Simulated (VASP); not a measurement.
# Rh (Fm-3m) in VASP: notebook, part 2 of 2

VASP 6.6.1. Earlier steps stand in the parts before.

## (5) Single point, LDA, collinear spin, ferromagnetic start (10.85 Å³/atom)

INCAR

```
SYSTEM = Rh
ALGO = Normal
EDIFF = 1E-6
ENCUT = 520
ISIF = 2
ISMEAR = 0
ISPIN = 2
LASPH = .TRUE.
LCHARG = .FALSE.
LMAXMIX = 4
LORBIT = 11
LREAL = .FALSE.
LWAVE = .FALSE.
MAGMOM = 1
NBANDS = 18
NELM = 150
NUPDOWN = 1.0
PREC = Accurate
SIGMA = 0.15
```

KPOINTS

```
k-points
0
G
  22 22 22
  0 0 0
```

POSCAR

```
Rh
1.0
    0.0000000000      1.7568979448      1.7568979448
    1.7568979448      0.0000000000      1.7568979448
    1.7568979448      1.7568979448      0.0000000000
Rh
1
Direct
    0.0000000000      0.0000000000      0.0000000000
```

Potentials or basis: VASP PAW LDA potentials, release 64 (Rh_pv).

Run with:

```bash
$ cat potpaw_LDA.64/Rh_pv/POTCAR > POTCAR
$ mpirun -np 1 vasp_std > vasp.out
```

OUTCAR:

```text
SYSTEM = Rh
   EDIFF = 1E-6
   ENCUT = 520
   ISIF = 2
   ISMEAR = 0
   ISPIN = 2
   LASPH = .TRUE.
   LORBIT = 11
   LREAL = .FALSE.
   NELM = 150
   NUPDOWN = 1.0
   PREC = Accurate

 ion  position               nearest neighbor table
   1  0.000  0.000  0.000-

  LATTYP: Found a face centered cubic cell.
 ALAT       =     3.5137958896

  Lattice vectors:

[... 714 lines left out ...]
      6      12.5743      1.00000
[... 493 lines left out ...]
     17      53.2696      0.00000
     18      60.0466      0.00000

 [... further k-points ...]
[... 5 lines left out ...]
  --------------------------------------------------------------------------------------
  -------------------------------------------------------------------------------------
  Total        7.9936483      7.9936483      7.9936483      0.0000000     -0.0000000     -0.0000000
  in kB     1180.8263074   1180.8263074   1180.8263074      0.0000000     -0.0000000     -0.0000000
  external PRESSURE =    1180.8263074 kB  Pullay stress =       0.0000000 kB

 VOLUME and BASIS-vectors are now :
 -----------------------------------------------------------------------------
  energy-cutoff  :      520.00
  volume of cell :       10.85
      direct lattice vectors                 reciprocal lattice vectors
     0.000000000  1.756897945  1.756897945    -0.284592512  0.284592512  0.284592512
     1.756897945  0.000000000  1.756897945     0.284592512 -0.284592512  0.284592512
     1.756897945  1.756897945  0.000000000     0.284592512  0.284592512 -0.284592512

 POSITION                                       TOTAL-FORCE (eV/Angst)
 -----------------------------------------------------------------------------------
      0.00000      0.00000      0.00000         0.000000      0.000000      0.000000
 -----------------------------------------------------------------------------------
    total drift:                                0.000000     -0.000000     -0.000000

  FREE ENERGIE OF THE ION-ELECTRON SYSTEM (eV)
  ---------------------------------------------------
  free  energy   TOTEN  =        -7.6535654779 eV

  energy  without entropy=       -7.6411365425  energy(sigma->0) =       -7.64735101

 total charge

# of ion       s       p       d       tot
------------------------------------------
    1        0.534   6.487   7.354  14.375

 magnetization (x)

# of ion       s       p       d       tot
------------------------------------------
    1        0.007   0.025   0.936   0.969
```

Run time: 35 s. Hardware: 1 thread of Intel Xeon 6975P-C (Granite Rapids), shared host; peak memory 0.19 GiB.

What came out:

```
Free energy                                           : -7.6536 eV
Pressure                                              : 118.1 GPa
Net moment                                            : 1.00 μB per cell
Site moments                                          : Rh +0.97 μB
Valence electrons inside the program's atomic spheres : Rh 14.38
```

Caveat: the cell stands under pressure; the total moment is fixed, so each spin has its own Fermi level.

## (6) Single point, LDA, collinear spin, ferromagnetic start (15.61 Å³/atom)

This run uses another cell than the first one, of 15.61 Å³/atom.

INCAR

```
SYSTEM = Rh
PREC     = Accurate       ! precision mode
ENCUT    = 520            ! plane-wave cutoff, eV
EDIFF    = 1E-7           ! SCF threshold, eV
ISMEAR   = 0              ! smearing method
SIGMA    = 0.15           ! smearing width, eV
LREAL    = .FALSE.        ! projectors in reciprocal space
LASPH    = .TRUE.         ! aspherical terms in the spheres
NELM     = 150            ! most SCF steps
ALGO     = Fast           ! electronic algorithm
ISIF     = 2              ! what is computed and relaxed
LWAVE    = .FALSE.        ! write WAVECAR
LCHARG   = .FALSE.        ! write CHGCAR
ISPIN    = 2              ! spin polarisation
MAGMOM   = 0.5            ! initial moments
LORBIT   = 11             ! projections on sites
NUPDOWN  = 0.5            ! fixed moment
LMAXMIX  = 4              ! l up to which the mixer works
NBANDS   = 18             ! bands
```

KPOINTS

```
regular mesh
0
G
  22 22 22
  0 0 0
```

POSCAR

```
Rh
1.0
    0.0000000000      1.9834890697      1.9834890697
    1.9834890697      0.0000000000      1.9834890697
    1.9834890697      1.9834890697      0.0000000000
Rh
1
Direct
    0.0000000000      0.0000000000      0.0000000000
```

Potentials or basis: VASP PAW LDA potentials, release 64 (Rh_pv).

Run with:

```bash
$ cat potpaw_LDA.64/Rh_pv/POTCAR > POTCAR
$ mpirun -np 1 vasp_std > vasp.out
```

It took 65 s on 1 thread of Intel Xeon 6975P-C (Granite Rapids), shared host; peak memory 0.24 GiB.

Results (log left out):

```
Free energy                                           : -8.3652 eV
Pressure                                              : -32.3 GPa
Net moment                                            : 0.50 μB per cell
Site moments                                          : Rh +0.49 μB
Valence electrons inside the program's atomic spheres : Rh 13.59
```

Caveat: the cell stands under tension; the total moment is fixed, so each spin has its own Fermi level.

## (7) Overview

```csv
fixed moment (μB),cell,pressure (GPa),moment (μB)
0.5,"a = 2.485 Å, angles 60.0°, 1 atom",108.8,0.50
0.75,"a = 2.485 Å, angles 60.0°, 1 atom",113.0,0.75
0.25,"a = 2.485 Å, angles 60.0°, 1 atom",106.2,0.25
1.0,"a = 2.485 Å, angles 60.0°, 1 atom",118.1,1.00
0.5,"a = 2.805 Å, angles 60.0°, 1 atom",-32.3,0.50
```

Alike in all rows: task single point; level LDA; potentials or basis VASP PAW LDA potentials, release 64 (Rh_pv); spin collinear, ferromagnetic start; k mesh 22 × 22 × 22; cutoff (eV) 520; smearing gaussian 0.15 eV.

Caveats: the total moment is fixed, so each spin has its own Fermi level; the cell stands under pressure (at least some runs); the cell stands under tension (at least some runs).

Total energies depend on the potentials used, so only differences within one code and one set of settings carry meaning.
